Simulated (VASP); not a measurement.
A run of VASP 6.6.1 is set up as follows.

Contents of INCAR:

```
PREC = Accurate
ENCUT = 520
EDIFF = 1E-6
ISMEAR = 1
SIGMA = 0.05
LREAL = F
LASPH = T
NELM = 80
ALGO = Normal
ISIF = 2
LWAVE = F
LCHARG = T
GGA = PE
LELF = T
LVHAR = T
NBANDS = 17
```

File KPOINTS:

```
Automatic mesh
0
Gamma
  9 9 9
```

Contents of POSCAR:

```
Ba
1.0
    0.0000000000      3.1764904928      3.1764904928
    3.1764904928      0.0000000000      3.1764904928
    3.1764904928      3.1764904928      0.0000000000
Ba
2
Direct
    0.0000000000      0.0000000000      0.0000000000
    0.2500000000      0.2500000000      0.2500000000
```

Potentials or basis: VASP PAW PBE potentials, release 64 (Ba_sv).

Command:

```console
$ cat potpaw_PBE.64/Ba_sv/POTCAR > POTCAR
$ mpirun -np 1 vasp_std > vasp.out
```

(1) What does it give for the pressure?

(2) What does it give for the band gap on the k mesh?

Answers

(1) 35.0 GPa.

(2) zero (bands 10 and 11 overlap by 0.61 eV).

Caveat: the cell stands under pressure; spin-orbit coupling is left out, which moves the levels of the heavy elements.
